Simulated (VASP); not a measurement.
Input of a VASP 6.6.1 run:

Contents of INCAR:

```
SYSTEM = Mo6CO
  PREC = Accurate
  ENCUT = 520
  EDIFF = 1E-6
  ISMEAR = 0
  SIGMA = 0.1
  LREAL = .False.
  LASPH = .True.
  NELM = 80
  ALGO = Normal
  ISIF = 2
  LWAVE = .False.
  LCHARG = .True.
  LDIPOL = .True.
  IDIPOL = 3
  DIPOL = 0.5 0.5 0.339
  GGA = PE
  LELF = .True.
  LVHAR = .True.
  LVACPOTAV = .True.
  NBANDS = 57
```

The input KPOINTS:

```
Automatic mesh
0
Gamma
  6 6 1
  0 0 0
```

POSCAR

```
Mo6CO
1.0
    4.4695355114      0.0000000000      0.0000000000
   -2.2347677557      3.8707312960      0.0000000000
    0.0000000000      0.0000000000     22.2594351375
Mo C O
6 1 1
Direct
    0.6666666667      0.3333333333      0.1796990793
    0.3333333333      0.6666666667      0.2206857490
    0.0000000000      0.0000000000      0.2616724188
    0.6666666667      0.3333333333      0.2990140341
    0.3333333333      0.6666666667      0.3355214634
    0.0000000000      0.0000000000      0.3710532224
    0.1666666667      0.3333333333      0.5134647428
    0.3114033938      0.6228067875      0.5269525106
```

Potentials or basis: VASP PAW PBE potentials, release 64 (Mo_sv, C, O).

Run with:

```bash
$ cat potpaw_PBE.64/Mo_sv/POTCAR potpaw_PBE.64/C/POTCAR potpaw_PBE.64/O/POTCAR > POTCAR
$ mpirun -np 1 vasp_std > vasp.out
```

Problem. Predict the band gap on the k mesh.

Solution. Zero (bands 47 and 48 overlap by 0.05 eV).

Problem. Predict the largest force.

Solution. 1.546 eV/Å.

Forces on the atoms (eV/Å):
```
Mo   0.000  0.003  1.433
Mo   0.000 -0.004 -0.203
Mo   0.000  0.001 -1.461
Mo   0.000 -0.009 -0.137
Mo   0.000 -0.012  0.080
Mo   0.000  0.060  0.413
C    0.000  1.489  0.104
O    0.000 -1.529 -0.229
```
